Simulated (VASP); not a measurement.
Re, 1 atom in the cell. It takes space group Im-3m (No. 229, cubic). The conventional cell has a = 2.802 Å, b = 2.802 Å, c = 2.802 Å, α = 90.00°, β = 90.00°, γ = 90.00°. Re (site symmetry m-3m) has 14 Re at 2.43 to 2.80 Å within 3.2 Å. This isn't the form of Re at room conditions, which is hcp.

| Item | Value |
| --- | --- |
| Program | VASP 6.6.1 |
| Task | single point |
| Functional | LDA |
| Potentials or basis | VASP PAW LDA potentials, release 64 (Re) |
| Cutoff | 520 eV |
| k mesh | 19 × 19 × 19 |
| Occupations | fermi-dirac, width 0.1 eV |
| Spin | no spin polarisation |
| Dipole correction | no |
| Further INCAR settings | ALGO = Normal; EDIFF = 1e-07; NBANDS = 10 |

Potentials or basis: VASP PAW LDA potentials, release 64 (Re).

Command:

```console
$ cat potpaw_LDA.64/Re/POTCAR > POTCAR
$ mpirun -np 1 vasp_std > vasp.out
```

Hardware: 1 thread of Intel Xeon 8259CL, on a shared host.

Task: Estimate the wall time of this run.

Result: Wall time 39 s on 1 thread of Intel Xeon 8259CL, on a shared host, peak memory 0.14 GiB. Counts: scf iterations 12, k points 220.
